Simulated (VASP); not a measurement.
# Mg7ZnO8 (an interface model) in VASP: single point with HSE06

Aim: the single point of Mg7ZnO8 (an interface model) with HSE06.

Program: VASP 6.6.1. These are calculated values, not measurements. Logs are shortened: lines on timing, memory, paths and dates and some standing lists are left out, and cuts for length are marked.

## Step 1: The cell of the first run

The cell holds layers of an interface, 16 atoms: a = 3.230 Å, b = 3.230 Å, c = 20.721 Å, α = 90.00°, β = 90.00°, γ = 120.00°.

## Step 2: Single point, HSE06

POSCAR reads:

```
Mg7ZnO8
1.0
    3.2299240000      0.0000000000      0.0000000000
   -1.6149620000      2.7971960000      0.0000000000
    0.0000000000      0.0000000000     20.7214250000
Zn Mg O
1 7 8
Direct
    0.6666670000      0.3333330000      0.1206780000
    0.6666670000      0.3333330000      0.3687680000
    0.6666670000      0.3333330000      0.6187620000
    0.6666670000      0.3333330000      0.8687560000
    0.3333330000      0.6666670000      0.2436830000
    0.3333330000      0.6666670000      0.4937640000
    0.3333330000      0.6666670000      0.7437590000
    0.3333330000      0.6666670000      0.9939790000
    0.3333330000      0.6666670000      0.0898700000
    0.3333330000      0.6666670000      0.3393480000
    0.3333330000      0.6666670000      0.5893720000
    0.3333330000      0.6666670000      0.8393670000
    0.6666670000      0.3333330000      0.2159160000
    0.6666670000      0.3333330000      0.4643750000
    0.6666670000      0.3333330000      0.7143700000
    0.6666670000      0.3333330000      0.9643750000
```

INCAR.step1 reads:

```
ALGO     = Normal         # electronic algorithm
EDIFF    = 1E-5           # SCF threshold, eV
ENCUT    = 520            # plane-wave cutoff, eV
GGA      = PE             # functional
GGA_COMPAT= False        
ISIF     = 2              # what is computed and relaxed
ISMEAR   = -1             # smearing method
LASPH    = True           # aspherical terms in the spheres
LCHARG   = False          # write CHGCAR
LREAL    = False          # projectors in reciprocal space
LWAVE    = True           # write WAVECAR
NBANDS   = 51             # bands
NELM     = 120            # most SCF steps
PREC     = Accurate       # precision mode
SIGMA    = 0.05           # smearing width, eV
```

INCAR.step2 reads:

```
ALGO     = Normal         # electronic algorithm
EDIFF    = 1E-6           # SCF threshold, eV
ENCUT    = 520            # plane-wave cutoff, eV
GGA      = PE             # functional
GGA_COMPAT= False        
HFSCREEN = 0.2079         # screening, 1/A
ISIF     = 2              # what is computed and relaxed
ISMEAR   = -1             # smearing method
ISTART   = 1            
LASPH    = True           # aspherical terms in the spheres
LCHARG   = False          # write CHGCAR
LHFCALC  = True           # exact exchange
LREAL    = False          # projectors in reciprocal space
LWAVE    = False          # write WAVECAR
NBANDS   = 51             # bands
NELM     = 120            # most SCF steps
PREC     = Accurate       # precision mode
PRECFOCK = Fast         
SIGMA    = 0.05           # smearing width, eV
```

KPOINTS reads:

```
k-points
0
Gamma
  4 4 1
```

Potentials or basis: VASP PAW PBE potentials, release 64 (Zn, Mg, O).

Started as:

```
$ cat potpaw_PBE.64/Zn/POTCAR potpaw_PBE.64/Mg/POTCAR potpaw_PBE.64/O/POTCAR > POTCAR
$ cp INCAR.step1 INCAR
$ mpirun -np 1 vasp_std > vasp.out
$ cp INCAR.step2 INCAR
$ mpirun -np 1 vasp_std > vasp.out
```

OUTCAR:

```text
EDIFF = 1E-6
   ENCUT = 520
   GGA = PE
   HFSCREEN = 0.2079
   ISIF = 2
   ISMEAR = -1
   ISTART = 1
   LASPH = True
   LHFCALC = True
   LREAL = False
   NELM = 120
   PREC = Accurate
   PRECFOCK = Fast

 ion  position               nearest neighbor table
   1  0.667  0.333  0.121-   9 1.97   9 1.97   9 1.97  13 1.97   5 3.16   5 3.16   5 3.16   8 3.22
                             8 3.22   8 3.22
   2  0.667  0.333  0.369-  10 1.96  10 1.96  10 1.96  14 1.98   6 3.19   6 3.19   6 3.19   5 3.19
                             5 3.19   5 3.19
   3  0.667  0.333  0.619-  11 1.96  11 1.96  11 1.96  15 1.98   7 3.19   7 3.19   7 3.19   6 3.19
                             6 3.19   6 3.19
   4  0.667  0.333  0.869-  12 1.96  12 1.96  12 1.96  16 1.98   7 3.19   7 3.19   7 3.19   8 3.20
                             8 3.20   8 3.20
   5  0.333  0.667  0.244-  13 1.95  13 1.95  13 1.95  10 1.98   1 3.16   1 3.16   1 3.16   2 3.19
                             2 3.19   2 3.19
   6  0.333  0.667  0.494-  14 1.96  14 1.96  14 1.96  11 1.98   2 3.19   2 3.19   2 3.19   3 3.19
                             3 3.19   3 3.19
   7  0.333  0.667  0.744-  15 1.96  15 1.96  15 1.96  12 1.98   3 3.19   4 3.19   4 3.19   3 3.19
                             4 3.19   3 3.19
   8  0.333  0.667  0.994-  16 1.96  16 1.96  16 1.96   9 1.99   4 3.20   4 3.20   4 3.20   1 3.22
                             1 3.22   1 3.22
   9  0.333  0.667  0.090-   1 1.97   1 1.97   1 1.97   8 1.99
  10  0.333  0.667  0.339-   2 1.96   2 1.96   2 1.96   5 1.98
  11  0.333  0.667  0.589-   3 1.96   3 1.96   3 1.96   6 1.98
  12  0.333  0.667  0.839-   4 1.96   4 1.96   4 1.96   7 1.98
  13  0.667  0.333  0.216-   5 1.95   5 1.95   5 1.95   1 1.97
  14  0.667  0.333  0.464-   6 1.96   6 1.96   6 1.96   2 1.98
  15  0.667  0.333  0.714-   7 1.96   7 1.96   7 1.96   3 1.98
  16  0.667  0.333  0.964-   8 1.96   8 1.96   8 1.96   4 1.98

  LATTYP: Found a hexagonal cell.
 ALAT       =     3.2299240000
 C/A-ratio  =     6.4154528094

  Lattice vectors:

 A1 = (   3.2299240000,   0.0000000000,   0.0000000000)
 A2 = (  -1.6149620000,   2.7971960000,   0.0000000000)
 A3 = (   0.0000000000,   0.0000000000,  20.7214250000)

Analysis of symmetry for initial positions (statically):
=====================================================================
 Subroutine PRICEL returns:
 Original cell was already a primitive cell.

 Routine SETGRP: Setting up the symmetry group for a
 hexagonal supercell.

 Subroutine GETGRP returns: Found  6 space group operations
 (whereof  6 operations were pure point group operations)
 out of a pool of 24 trial point group operations.

The static configuration has the point symmetry C_3v.

Analysis of symmetry for dynamics (positions and initial velocities):
=====================================================================
 Subroutine PRICEL returns:
 Original cell was already a primitive cell.

 Routine SETGRP: Setting up the symmetry group for a
 hexagonal supercell.

 Subroutine GETGRP returns: Found  6 space group operations
 (whereof  6 operations were pure point group operations)
 out of a pool of 24 trial point group operations.

The dynamic configuration has the point symmetry C_3v.

 Subroutine INISYM returns: Found  6 space group operations
 (whereof  6 operations are pure point group operations),
 and found     1 'primitive' translations

----------------------------------------------------------------------------------------

                                     Primitive cell

  volume of cell :     187.2125

  direct lattice vectors                    reciprocal lattice vectors
     3.229924000  0.000000000  0.000000000     0.309604808  0.178750434  0.000000000
    -1.614962000  2.797196000  0.000000000     0.000000000  0.357500869  0.000000000
     0.000000000  0.000000000 20.721425000     0.000000000  0.000000000  0.048259229

  length of vectors
     3.229924000  3.229923795 20.721425000     0.357500846  0.357500869  0.048259229

  position of ions in fractional coordinates (direct lattice)
     0.666667000  0.333333000  0.120678000
     0.666667000  0.333333000  0.368768000
     0.666667000  0.333333000  0.618762000
     0.666667000  0.333333000  0.868756000
     0.333333000  0.666667000  0.243683000
     0.333333000  0.666667000  0.493764000
[... 8 lines left out ...]
     0.666667000  0.333333000  0.714370000
     0.666667000  0.333333000  0.964375000

  ion indices of the primitive-cell ions
   primitive index   ion index
                 1           1
                 2           2
                 3           3
                 4           4
                 5           5
                 6           6
[... 8 lines left out ...]
                15          15
                16          16

----------------------------------------------------------------------------------------

 KPOINTS: k-points

Automatic generation of k-mesh.
 Grid dimensions read from file:
 generate k-points for:    4    4    1

 Generating k-lattice:

  Cartesian coordinates                     Fractional coordinates (reciprocal lattice)
     0.077401202  0.044687609  0.000000000     0.250000000  0.000000000  0.000000000
     0.000000000  0.089375217  0.000000000     0.000000000  0.250000000  0.000000000
     0.000000000  0.000000000  0.048259229     0.000000000  0.000000000  1.000000000

  Length of vectors
     0.089375212  0.089375217  0.048259229

  Shift w.r.t. Gamma in fractional coordinates (k-lattice)
     0.000000000  0.000000000  0.000000000

 Subroutine IBZKPT returns following result:
 ===========================================

 Found      4 irreducible k-points:

 Following reciprocal coordinates:
            Coordinates               Weight
  0.000000  0.000000  0.000000      1.000000
  0.250000  0.000000  0.000000      6.000000
  0.500000  0.000000  0.000000      3.000000
  0.250000  0.250000  0.000000      6.000000
   k-points           NKPTS =      4   k-points in BZ     NKDIM =     16   number of bands    NBANDS=     51
   number of dos      NEDOS =    301   number of ions     NIONS =     16
   total plane-waves  NPLWV =  92160
   dimension x,y,z NGX =    24 NGY =   24 NGZ =  160
   dimension x,y,z NGXF=    48 NGYF=   48 NGZF=  320
   ions per type =               1   7   8
   NGX,Y,Z   is equivalent  to a cutoff of  12.35, 12.35, 12.84 a.u.
   NGXF,Y,Z  is equivalent  to a cutoff of  24.71, 24.71, 25.67 a.u.
 SYSTEM =  unknown system
   PREC   = accura    normal or accurate (medium, high low for compatibility)
   ISTART =      1    job   : 0-new  1-cont  2-samecut
   ICHARG =      0    charge: 1-file 2-atom 10-const
   ISPIN  =      1    spin polarized calculation?
   LNONCOLLINEAR =      F non collinear calculations
   LSORBIT =      F    spin-orbit coupling
   LASPH  =      T    aspherical Exc in radial PAW
   ENCUT  =  520.0 eV  38.22 Ry    6.18 a.u.   6.01  6.01 38.53*2*pi/ulx,y,z
   NELM   =    120;   NELMIN=  2; NELMDL=  0     # of ELM steps
   EDIFF  = 0.1E-05   stopping-criterion for ELM
   LREAL  =      F    real-space projection
   EDIFFG = 0.1E-04   stopping-criterion for IOM
   NSW    =      0    number of steps for IOM
   IBRION =     -1    ionic relax: 0-MD 1-quasi-New 2-CG
   NFREE  =      0    steps in history (QN), initial steepest desc. (CG)
   ISIF   =      2    stress and relaxation
   ISYM   =      3    0-nonsym 1-usesym 2-fastsym
   POTIM  = 0.5000    time-step for ionic-motion
   TEBEG  =    0.0;   TEEND  =   0.0 temperature during run
   PSTRESS=    0.0 pullay stress
   NELECT =      74.0000    total number of electrons
   NUPDOWN=      -1.0000    fix difference up-down
   EMIN   =  10.00;   EMAX   =-10.00  energy-range for DOS
   EFERMI =   0.00;   METHOD = LEGACY
   ISMEAR =    -1;   SIGMA  =   0.05  broadening in eV -4-tet -1-fermi 0-gaus
   EFERMI_NEDOS =   21; number of points for ismear=-14 and -15
   IALGO  =     38    algorithm
   IMIX   =      1    mixing-type and parameters
     AMIX     =   0.40;   BMIX     =  1.00
     AMIX_MAG =   1.60;   BMIX_MAG =  1.00
  volume/ion in A,a.u.               =      11.70        78.96
  Fermi-wavevector in a.u.,A,eV,Ry     =   1.201454  2.270419 19.639896  1.443492
  Thomas-Fermi vector in A             =   2.337262
   LORBIT       =      0    0 simple, 1 ext, 2 COOP (PROOUT), +10 PAW based schemes
   GGA     = PE    functional components
   LHFCALC =     T    Hartree Fock is set to
   PRECFOCK=fast      Normal, Fast or Accurate (Low or Medium for compatibility)
   ENCUT4O =  -1.0   cutoff for four orbital integrals eV
   NKREDX  =     1    reduce k-point grid by
   NKREDY  =     1    reduce k-point grid by
   NKREDZ  =     1    reduce k-point grid by
   AEXX    =    0.2500 exact exchange contribution
   HFSCREEN=    0.2079 screening length (either q_TF or 0.3 A-1)
   HFSCREENC=   0.2079 screening length for correlation (either q_TF or 0.3 A-1)
   ENCUTFOCK=  -1.0 apply spherical cutoff to Coloumb kernel
   IVDW    =     0    specifies the selected vdW correction
   LEPSILON=     F    determine dielectric tensor
   LRPA    =     F    only Hartree local field effects (RPA)
 non-spin polarized calculation
  energy-cutoff  :      520.00
  volume of cell :      187.21
 maximum number of plane-waves:      5078
  NGX = 14; NGY = 14; NGZ = 90

 number of electron      74.0000049 magnetization

 Free energy of the ion-electron system (eV)
  ---------------------------------------------------
  ext. energy  EPLUGINS =         0.00000000
  ---------------------------------------------------
  free energy    TOTEN  =      -109.40528088 eV

  energy without entropy =     -109.40528088  energy(sigma->0) =     -109.40528088

 E-fermi :   1.6369     XC(G=0):  -8.1731

 val. band max:        0.4929163379   @ k =   0.0000   0.0000   0.0000
 cond. band min:       4.5604521010   @ k =   0.0000   0.0000   0.0000
 fundamental gap:      4.0675357631
 Fermi energy:         1.6369211808

 k-point     1 :       0.0000    0.0000    0.0000
  band No.  band energies     occupation
      1     -18.3112      2.00000
      2     -17.9330      2.00000
      3     -17.8669      2.00000
      4     -17.7121      2.00000
      5     -17.5997      2.00000
      6     -17.4092      2.00000
[... 41 lines left out ...]
     48      12.7853      0.00000
     49      14.4391      0.00000
[... 154 lines left out ...]
     48      11.7030      0.00000
     49      12.1943      0.00000
 [bands above 49 left out]

------------------------ aborting loop because EDIFF is reached ----------------------------------------

  FORCE on cell =-STRESS in cart. coord.  units (eV):
  Direction    XX          YY          ZZ          XY          YZ          ZX
  --------------------------------------------------------------------------------------
  -------------------------------------------------------------------------------------
  Total        3.4805326      3.4805320     -0.5419121     -0.0000000      0.0000000      0.0000000
  in kB       29.7866364     29.7866314     -4.6377209     -0.0000000      0.0000000      0.0000000
  external PRESSURE =      18.3118490 kB  Pullay stress =       0.0000000 kB

 VOLUME and BASIS-vectors are now :
 -----------------------------------------------------------------------------
  energy-cutoff  :      520.00
  volume of cell :      187.21
      direct lattice vectors                 reciprocal lattice vectors
     3.229924000  0.000000000  0.000000000     0.309604808  0.178750434  0.000000000
    -1.614962000  2.797196000  0.000000000     0.000000000  0.357500869  0.000000000
     0.000000000  0.000000000 20.721425000     0.000000000  0.000000000  0.048259229

 POSITION                                       TOTAL-FORCE (eV/Angst)
 -----------------------------------------------------------------------------------
      1.61496      0.93240      2.50062         0.000000      0.000000     -0.064132
      1.61496      0.93240      7.64140        -0.000000      0.000000     -0.006960
      1.61496      0.93240     12.82163        -0.000000      0.000000     -0.000568
      1.61496      0.93240     18.00186        -0.000000      0.000000      0.003326
     -0.00000      1.86480      5.04946        -0.000000      0.000000      0.071127
     -0.00000      1.86480     10.23149        -0.000000      0.000000     -0.002426
[... 8 lines left out ...]
      1.61496      0.93240     14.80276         0.000000      0.000000     -0.001872
      1.61496      0.93240     19.98322        -0.000000      0.000000      0.007638
 -----------------------------------------------------------------------------------
    total drift:                               -0.000648      0.000246     -0.005986

  FREE ENERGIE OF THE ION-ELECTRON SYSTEM (eV)
  ---------------------------------------------------
  free  energy   TOTEN  =      -109.4052808765 eV

  energy  without entropy=     -109.4052808765  energy(sigma->0) =     -109.40528088
```

Wall time 44 min (1 thread of AMD EPYC 7R43 (Zen 3), shared host); peak memory 0.4 GiB.

Results:

* Free energy: -109.4053 eV
* Pressure: 1.8 GPa
* Largest force: 0.182 eV/Å
* Band gap on the k mesh: 4.07 eV, direct

Forces in eV/Å, atoms in the order of the input:
```
Zn   0.000  0.000 -0.064
Mg   0.000  0.000 -0.007
Mg   0.000  0.000 -0.001
Mg   0.000  0.000  0.003
Mg   0.000  0.000  0.071
Mg   0.000  0.000 -0.002
Mg   0.000  0.000  0.001
Mg   0.000  0.000 -0.003
O    0.000  0.000 -0.182
O    0.000  0.000  0.008
O    0.000  0.000  0.001
O    0.000  0.000 -0.002
O    0.000  0.000  0.167
O    0.000  0.000  0.004
O    0.000  0.000 -0.002
O    0.000  0.000  0.008
```

Levels at points of the mesh, in eV from the valence-band top:
| k point | band 35 | band 36 | band 37 | band 38 | band 39 | band 40 |
| --- | --- | --- | --- | --- | --- | --- |
| (0.00, 0.00, 0.00) | -0.57 | 0.00 | 0.00 | 4.07 | 5.00 | 5.31 |
| (0.50, 0.00, 0.00) | -1.24 | -1.11 | -0.95 | 8.01 | 8.37 | 8.42 |

Caveat: the k points lie up to 0.56 Å⁻¹ apart; the PAW data sets were made with another functional, which shifts forces and pressure a little.
